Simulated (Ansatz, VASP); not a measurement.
**SbPb in VASP and in Ansatz**

File INCAR:

```
PREC = Accurate
ENCUT = 520
EDIFF = 1E-7
ISMEAR = 0
SIGMA = 0.15
LREAL = False
LASPH = True
NELM = 100
ALGO = Normal
ISIF = 2
LWAVE = False
LCHARG = True
LELF = True
LVHAR = True
NBANDS = 16
```

KPOINTS

```
regular mesh
0
Gamma
  14 14 14
```

POSCAR

```
SbPb
1.0
    0.0000000000      2.9368609258      3.1820888131
    2.9368609258      0.0000000000      3.1820888131
    2.9368609258      2.9368609258      0.0000000000
Sb Pb
1 1
Direct
    0.5000000000      0.5000000000      0.5000000000
    0.0000000000      0.0000000000      0.0000000000
```

Input for Ansatz:

```yaml
crystal:
  lattice:
    - [0.0, 2.9368609258, 3.1820888131]
    - [2.9368609258, 0.0, 3.1820888131]
    - [2.9368609258, 2.9368609258, 0.0]
  atoms:
    - { symbol: Sb, position: [0.5, 0.5, 0.5] }
    - { symbol: Pb, position: [0.0, 0.0, 0.0] }
basis:
  ecutwfc: 420
kpoints:
  mp_grid: { grid: [14, 14, 14] }
hamiltonian:
  xc: lda
scf:
  occupations: { method: gaussian, width: 0.15 }
output:
  forces: true
  stress: true
  eigenvalues: true
```

Alike in both runs: task single point; functional LDA; k mesh 14 × 14 × 14; occupations gaussian, width 0.15 eV; no spin polarisation.

```csv
,VASP,Ansatz
version,VASP 6.6.1,Ansatz 0.2.0
potentials or method,"VASP PAW LDA potentials, release 64 (Sb, Pb_d), cutoff 520 eV","scalar-relativistic, plane waves, PAW"
valence electrons in the cell,19,29
```

|  | VASP | Ansatz | Ansatz less VASP |
| --- | --- | --- | --- |
| gap on the k mesh at the Fermi level (eV) | none | none | - |
| pressure (GPa) | 6.6 | 6.4 | -0.15 |
| traceless stress, the component that is largest in VASP (GPa) | -6.86 | -6.78 | +0.073 |

LDA's correlation is that of Perdew and Zunger in VASP and of Perdew and Wang (1992) in Ansatz. A gap of «none» marks a metal or a gap that the smearing closes. VASP's potentials hold 19 valence electrons a cell and Ansatz's 29, so a difference there can come from the potentials and not from the codes.

Spin-orbit coupling is off throughout.
